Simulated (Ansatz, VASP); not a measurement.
# Two plane-wave programs on FeSi2

```
Fe Si
1.0
     2.72981    0.00000    0.00000
     0.00000    2.72981    0.00000
     0.00000    0.00000    5.20849
Fe Si
1 2
Cartesian
  0.0000 0.0000 0.0000
  1.3649 1.3649 1.4073
  1.3649 1.3649 3.8012
```

Change from the starting cell: equal strain along all axes, cell held, atoms relaxed: +2.0 %.

Alike in both runs: functional PBEsol; k mesh 16 × 16 × 8; occupations gaussian, width 0.1 eV; no spin polarisation.

Ansatz relaxed the structure, and its values are those at the end. VASP's run is a single point on that final structure, the one shown.

|  | VASP | Ansatz |
| --- | --- | --- |
| version | VASP 6.6.1 | Ansatz 0.2.0 |
| potentials or method | VASP PAW PBE potentials, release 64 (Fe, Si), cutoff 520 eV | scalar-relativistic, plane waves, PAW |
| valence electrons in the cell | 16 | 24 |

Ansatz gave:

* gap on the k mesh at the Fermi level (eV): none
* pressure (GPa): -10.3
* rms of the force components (eV/Å): 0.000

Q: Estimate VASP's values.

A: gap on the k mesh at the Fermi level (eV): none; pressure (GPa): -10.0; rms of the force components (eV/Å): 0.007.

VASP's potentials were made for PBE, not for PBEsol. A gap of «none» marks a metal or a gap that the smearing closes. VASP's potentials hold 16 valence electrons a cell and Ansatz's 24, so a difference there can come from the potentials and not from the codes. Ansatz's warnings: stress scf threshold loose.
